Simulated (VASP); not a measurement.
H5C10Cl, 32 atoms in the cell. The cell holds a slab with vacuum, 32 atoms: a = 5.049 Å, b = 5.049 Å, c = 16.836 Å, α = 90.00°, β = 90.00°, γ = 90.00°. 

```yaml
Program: VASP 6.6.1
Task: single point
Functional: PBEsol
Potentials_or_basis: VASP PAW PBE potentials, release 64 (H, C, Cl)
Cutoff: 520 eV
k_mesh: 2 × 2 × 1
Occupations: gaussian, width 0.05 eV
Spin: no spin polarisation
Dipole_correction: no
Further_INCAR_settings: LREAL = Auto; ALGO = Normal; EDIFF = 1e-06; NBANDS = 74
```

Potentials or basis: VASP PAW PBE potentials, release 64 (H, C, Cl).

Run with:

```console
$ cat potpaw_PBE.64/H/POTCAR potpaw_PBE.64/C/POTCAR potpaw_PBE.64/Cl/POTCAR > POTCAR
$ mpirun -np 1 vasp_std > vasp.out
```

Hardware: 1 thread of Intel Xeon 8259CL (shared host).

Estimate the wall time of this run.

Wall time 5.6 min on 1 thread of Intel Xeon 8259CL (shared host), peak memory 0.48 GiB. Counts: scf iterations 24, k points 4.
